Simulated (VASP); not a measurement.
# HfB2 (P6/mmm) in VASP: further runs

HfB2 is run at these levels: PBEsol; tasks: single point.

Everything below comes from runs of VASP 6.6.1. Logs are shortened: lines on timing, memory, paths and dates and some standing lists are left out, and cuts for length are marked.

**1. The cell of the first run**

It takes space group P6/mmm (No. 191, hexagonal). Conventional cell: a = 3.077 Å, b = 3.077 Å, c = 3.480 Å, α = 90.00°, β = 90.00°, γ = 120.00°. Within 3.3 Å of Hf (site symmetry 6/mmm) lie 12 B at 2.49 Å and 6 Hf at 3.08 Å. B (site symmetry -6m2) has 3 B at 1.78 Å within 2.4 Å.

**2. Single point, PBEsol (equal xx and yy strain of -2 %)**

INCAR

```
SYSTEM = HfB2
  ALGO = Normal
  EDIFF = 1E-7
  ENCUT = 520
  GGA = PS
  ISIF = 2
  ISMEAR = -1
  LASPH = .TRUE.
  LCHARG = .FALSE.
  LREAL = .FALSE.
  LWAVE = .FALSE.
  NBANDS = 15
  NELM = 80
  PREC = Accurate
  SIGMA = 0.05
```

KPOINTS

```
k-points
0
G
  13 13 11
  0 0 0
```

POSCAR

```
HfB2
1.0
    3.0772000985      0.0000000000      0.0000000000
   -1.5386000493      2.6649334578      0.0000000000
    0.0000000000      0.0000000000      3.4800000000
Hf B
1 2
Direct
    0.0000000000      0.0000000000      0.0000000000
    0.3333333333      0.6666666667      0.5000000000
    0.6666666667      0.3333333333      0.5000000000
```

Potentials or basis: VASP PAW PBE potentials, release 64 (Hf_pv, B).

Launch:

```console
$ cat potpaw_PBE.64/Hf_pv/POTCAR potpaw_PBE.64/B/POTCAR > POTCAR
$ mpirun -np 1 vasp_std > vasp.out
```

OUTCAR:

```text
SYSTEM = HfB2
   EDIFF = 1E-7
   ENCUT = 520
   GGA = PS
   ISIF = 2
   ISMEAR = -1
   LASPH = .TRUE.
   LREAL = .FALSE.
   NELM = 80
   PREC = Accurate

 ion  position               nearest neighbor table
   1  0.000  0.000  0.000-   2 2.49   3 2.49   2 2.49   3 2.49   2 2.49   2 2.49   3 2.49   3 2.49
                             3 2.49   3 2.49   2 2.49   2 2.49
   2  0.333  0.667  0.500-   3 1.78   3 1.78   3 1.78   1 2.49   1 2.49   1 2.49   1 2.49   1 2.49
                             1 2.49
   3  0.667  0.333  0.500-   2 1.78   2 1.78   2 1.78   1 2.49   1 2.49   1 2.49   1 2.49   1 2.49
                             1 2.49

  LATTYP: Found a hexagonal cell.
 ALAT       =     3.0772000985
 C/A-ratio  =     1.1308981830

  Lattice vectors:

 A1 = (   3.0772000985,   0.0000000000,   0.0000000000)
 A2 = (  -1.5386000493,   2.6649334578,   0.0000000000)
 A3 = (   0.0000000000,   0.0000000000,   3.4800000000)

Analysis of symmetry for initial positions (statically):
=====================================================================
 Subroutine PRICEL returns:
 Original cell was already a primitive cell.

 Routine SETGRP: Setting up the symmetry group for a
 hexagonal supercell.

 Subroutine GETGRP returns: Found 24 space group operations
 (whereof 24 operations were pure point group operations)
 out of a pool of 24 trial point group operations.

The static configuration has the point symmetry D_6h.

Analysis of symmetry for dynamics (positions and initial velocities):
=====================================================================
 Subroutine PRICEL returns:
 Original cell was already a primitive cell.

 Routine SETGRP: Setting up the symmetry group for a
 hexagonal supercell.

 Subroutine GETGRP returns: Found 24 space group operations
 (whereof 24 operations were pure point group operations)
 out of a pool of 24 trial point group operations.

The dynamic configuration has the point symmetry D_6h.

 Subroutine INISYM returns: Found 24 space group operations
 (whereof 24 operations are pure point group operations),
 and found     1 'primitive' translations

----------------------------------------------------------------------------------------

                                     Primitive cell

  volume of cell :      28.5379

  direct lattice vectors                    reciprocal lattice vectors
     3.077200099  0.000000000  0.000000000     0.324970742  0.187621946  0.000000000
    -1.538600049  2.664933458  0.000000000     0.000000000  0.375243891  0.000000000
     0.000000000  0.000000000  3.480000000     0.000000000  0.000000000  0.287356322

  length of vectors
     3.077200099  3.077200098  3.480000000     0.375243891  0.375243891  0.287356322

  position of ions in fractional coordinates (direct lattice)
     0.000000000  0.000000000  0.000000000
     0.333333333  0.666666667  0.500000000
     0.666666667  0.333333333  0.500000000

  ion indices of the primitive-cell ions
   primitive index   ion index
                 1           1
                 2           2
                 3           3

----------------------------------------------------------------------------------------

 KPOINTS: k-points

Automatic generation of k-mesh.
 Grid dimensions read from file:
 generate k-points for:   13   13   11

 Generating k-lattice:

  Cartesian coordinates                     Fractional coordinates (reciprocal lattice)
     0.024997749  0.014432457  0.000000000     0.076923077 -0.000000000  0.000000000
     0.000000000  0.028864915  0.000000000     0.000000000  0.076923077  0.000000000
     0.000000000  0.000000000  0.026123302     0.000000000  0.000000000  0.090909091

  Length of vectors
     0.028864915  0.028864915  0.026123302

  Shift w.r.t. Gamma in fractional coordinates (k-lattice)
     0.000000000  0.000000000  0.000000000

 Subroutine IBZKPT returns following result:
 ===========================================

 Found    126 irreducible k-points:

 Following reciprocal coordinates:
            Coordinates               Weight
  0.000000  0.000000  0.000000      1.000000
  0.076923  0.000000  0.000000      6.000000
  0.153846  0.000000  0.000000      6.000000
  0.230769  0.000000  0.000000      6.000000
  0.307692  0.000000  0.000000      6.000000
  0.384615  0.000000  0.000000      6.000000
[... 16 lines left out ...]
  0.076923  0.000000  0.090909     12.000000
  0.153846  0.000000  0.090909     12.000000
 [... further k-points ...]
   k-points           NKPTS =    126   k-points in BZ     NKDIM =    126   number of bands    NBANDS=     15
   number of dos      NEDOS =    301   number of ions     NIONS =      3
   total plane-waves  NPLWV =  16128
   dimension x,y,z NGX =    24 NGY =   24 NGZ =   28
   dimension x,y,z NGXF=    48 NGYF=   48 NGZF=   56
   ions per type =               1   2
   NGX,Y,Z   is equivalent  to a cutoff of  12.97, 12.97, 13.38 a.u.
   NGXF,Y,Z  is equivalent  to a cutoff of  25.93, 25.93, 26.75 a.u.
 SYSTEM =  HfB2
   PREC   = accura    normal or accurate (medium, high low for compatibility)
   ISTART =      0    job   : 0-new  1-cont  2-samecut
   ICHARG =      2    charge: 1-file 2-atom 10-const
   ISPIN  =      1    spin polarized calculation?
   LNONCOLLINEAR =      F non collinear calculations
   LSORBIT =      F    spin-orbit coupling
   LASPH  =      T    aspherical Exc in radial PAW
   ENCUT  =  520.0 eV  38.22 Ry    6.18 a.u.   5.72  5.72  6.47*2*pi/ulx,y,z
   NELM   =     80;   NELMIN=  2; NELMDL= -5     # of ELM steps
   EDIFF  = 0.1E-06   stopping-criterion for ELM
   LREAL  =      F    real-space projection
   EDIFFG = 0.1E-05   stopping-criterion for IOM
   NSW    =      0    number of steps for IOM
   IBRION =     -1    ionic relax: 0-MD 1-quasi-New 2-CG
   NFREE  =      0    steps in history (QN), initial steepest desc. (CG)
   ISIF   =      2    stress and relaxation
   ISYM   =      2    0-nonsym 1-usesym 2-fastsym
   POTIM  = 0.5000    time-step for ionic-motion
   TEBEG  =    0.0;   TEEND  =   0.0 temperature during run
   PSTRESS=    0.0 pullay stress
   NELECT =      16.0000    total number of electrons
   NUPDOWN=      -1.0000    fix difference up-down
   EMIN   =  10.00;   EMAX   =-10.00  energy-range for DOS
   EFERMI =   0.00;   METHOD = LEGACY
   ISMEAR =    -1;   SIGMA  =   0.05  broadening in eV -4-tet -1-fermi 0-gaus
   EFERMI_NEDOS =   21; number of points for ismear=-14 and -15
   IALGO  =     38    algorithm
   IMIX   =      4    mixing-type and parameters
     AMIX     =   0.40;   BMIX     =  1.00
     AMIX_MAG =   1.60;   BMIX_MAG =  1.00
  volume/ion in A,a.u.               =       9.51        64.19
  Fermi-wavevector in a.u.,A,eV,Ry     =   1.349919  2.550977 24.793642  1.822281
  Thomas-Fermi vector in A             =   2.477466
   LORBIT       =      0    0 simple, 1 ext, 2 COOP (PROOUT), +10 PAW based schemes
   GGA     = PS    functional components
   LHFCALC =     F    Hartree Fock is set to
   AEXX    =    0.0000 exact exchange contribution
   IVDW    =     0    specifies the selected vdW correction
   LEPSILON=     F    determine dielectric tensor
   LRPA    =     F    only Hartree local field effects (RPA)
 non-spin polarized calculation
  energy-cutoff  :      520.00
  volume of cell :       28.54
 maximum number of plane-waves:       781
 NGX is ok and might be reduce to    24
   NGX = 11   NGY = 11   NGZ = 13

 number of electron      16.0000001 magnetization

 Free energy of the ion-electron system (eV)
  ---------------------------------------------------
  ext. energy  EPLUGINS =         0.00000000
  ---------------------------------------------------
  free energy    TOTEN  =       -27.83840058 eV

  energy without entropy =      -27.83688272  energy(sigma->0) =      -27.83764165

 E-fermi :   7.9112     XC(G=0): -12.8691

 val. band max:        7.8736503774   @ k =   0.2308   0.2308   0.0000
 cond. band min:       7.9199759336   @ k =   0.3077   0.1538   0.0000
 fundamental gap:      0.0463255562
 Fermi energy:         7.9112138051

 k-point     1 :       0.0000    0.0000    0.0000
  band No.  band energies     occupation
      1     -22.6325      2.00000
      2     -22.0253      2.00000
      3     -22.0253      2.00000
      4      -6.0986      2.00000
      5       4.6216      2.00000
      6       4.9606      2.00000
      7       5.0489      2.00000
      8       5.0489      2.00000
      9      12.0846      0.00000
     10      12.0846      0.00000
     11      12.5710      0.00000
     12      12.5710      0.00000
     13      13.1940      0.00000
     14      13.1940      0.00000
     15      13.5384      0.00000

 k-point     2 :       0.0769    0.0000    0.0000
  band No.  band energies     occupation
      1     -22.6231      2.00000
      2     -22.0829      2.00000
      3     -22.0379      2.00000
      4      -5.9638      2.00000
      5       4.6727      2.00000
      6       4.7728      2.00000
      7       4.8384      2.00000
      8       5.0428      2.00000
      9      11.6331      0.00000
     10      11.9845      0.00000
     11      12.0103      0.00000
     12      12.2497      0.00000
     13      13.6677      0.00000
     14      14.1529      0.00000
     15      14.1847      0.00000

 k-point     3 :       0.1538    0.0000    0.0000
  band No.  band energies     occupation
      1     -22.5967      2.00000
      2     -22.2392      2.00000
      3     -22.0725      2.00000
      4      -5.5739      2.00000
      5       3.7665      2.00000
      6       4.5337      2.00000
      7       4.9999      2.00000
      8       5.1351      2.00000
      9      10.5342      0.00000
     10      11.6914      0.00000
     11      11.7226      0.00000
     12      12.4211      0.00000
     13      14.0562      0.00000
     14      15.1989      0.00000
     15      15.4942      0.00000
[... 343 lines left out ...]
 k-point    23 :       0.0769    0.0000    0.0909
  band No.  band energies     occupation
      1     -22.6472      2.00000
      2     -22.0811      2.00000
      3     -22.0362      2.00000
      4      -5.8295      2.00000
      5       3.6889      2.00000
      6       4.7462      2.00000
      7       5.1094      2.00000
      8       5.8564      2.00000
      9      10.9010      0.00000
     10      10.9314      0.00000
     11      12.3573      0.00000
     12      12.5048      0.00000
     13      14.0744      0.00000
     14      14.2197      0.00000
     15      14.6526      0.00000

 k-point    24 :       0.1538    0.0000    0.0909
  band No.  band energies     occupation
      1     -22.6203      2.00000
      2     -22.2369      2.00000
      3     -22.0707      2.00000
      4      -5.4486      2.00000
      5       3.6562      2.00000
      6       3.9392      2.00000
      7       5.0186      2.00000
      8       5.7888      2.00000
      9      10.1810      0.00000
     10      10.7257      0.00000
     11      12.5994      0.00000
     12      12.8036      0.00000
     13      13.7263      0.00000
     14      15.4028      0.00000
     15      15.6647      0.00000

 [... further k-points ...]
[... 5 lines left out ...]
  --------------------------------------------------------------------------------------
  -------------------------------------------------------------------------------------
  Total        1.8213706      1.8213706     -0.0010004     -0.0000000      0.0000000      0.0000000
  in kB      102.2557086    102.2557086     -0.0561653     -0.0000000      0.0000000      0.0000000
  external PRESSURE =      68.1517507 kB  Pullay stress =       0.0000000 kB

 VOLUME and BASIS-vectors are now :
 -----------------------------------------------------------------------------
  energy-cutoff  :      520.00
  volume of cell :       28.54
      direct lattice vectors                 reciprocal lattice vectors
     3.077200099  0.000000000  0.000000000     0.324970742  0.187621946  0.000000000
    -1.538600049  2.664933458  0.000000000     0.000000000  0.375243891  0.000000000
     0.000000000  0.000000000  3.480000000     0.000000000  0.000000000  0.287356322

 POSITION                                       TOTAL-FORCE (eV/Angst)
 -----------------------------------------------------------------------------------
      0.00000      0.00000      0.00000         0.000000      0.000000      0.000000
     -0.00000      1.77662      1.74000        -0.000000      0.000000     -0.000000
      1.53860      0.88831      1.74000         0.000000      0.000000      0.000000
 -----------------------------------------------------------------------------------
    total drift:                               -0.000000      0.000000      0.000000

  FREE ENERGIE OF THE ION-ELECTRON SYSTEM (eV)
  ---------------------------------------------------
  free  energy   TOTEN  =       -27.8384005803 eV

  energy  without entropy=      -27.8368827243  energy(sigma->0) =      -27.83764165
```

Wall time 44 s (1 thread of AMD EPYC 7R13 (Zen 3), shared host); peak memory 0.15 GiB.

What came out:

```
Free energy            : -27.8384 eV
Pressure               : 6.8 GPa
Band gap on the k mesh : zero (band 8 reaches 8.71 eV, above the bottom of band 9 at 7.45 eV)
```

Levels at points of the mesh, in eV from the Fermi level:
```tsv
k point	band 6	band 7	band 8	band 9	band 10	band 11
(0.00, 0.00, 0.00)	-2.95	-2.86	-2.86	4.17	4.17	4.66
```

Caveat: the cell differs from its parent crystal (equal xx and yy strain of -2 %); the PAW data sets were made with another functional, which shifts forces and pressure a little; spin-orbit coupling is left out, which moves the levels of the heavy elements.

[end of part 1 of 2]
